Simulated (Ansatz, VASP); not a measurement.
**ZnS in VASP and in Ansatz**

```xyz
2
Lattice="1.7018 -4.4842 0.0000 1.7018 4.4842 0.0000 0.0000 0.0000 3.3873" Properties=species:S:1:pos:R:3 pbc="T T T"
Zn    1.7018    0.0000    1.6936
S     0.0000    0.0000    0.0000
```

Change from the starting cell: species swapped into the CsRb type (Cmmm, No. 65).

Alike in both runs: functional PBE; k mesh 18 × 18 × 16; occupations gaussian, width 0.1 eV; no spin polarisation.

Ansatz relaxed the structure, and its values are those at the end. VASP's run is a single point on that final structure, the one shown.

|  | VASP | Ansatz |
| --- | --- | --- |
| version | VASP 6.6.1 | Ansatz 0.2.0 |
| potentials or method | VASP PAW PBE potentials, release 64 (Zn, S), cutoff 520 eV | scalar-relativistic, plane waves, PAW |
| valence electrons in the cell | 18 | 18 |

```tsv
	VASP	Ansatz	Ansatz less VASP
gap on the k mesh at the Fermi level (eV)	none	none	-
pressure (GPa)	0.1	0.0	-0.15
```

A gap of «none» marks a metal or a gap that the smearing closes.
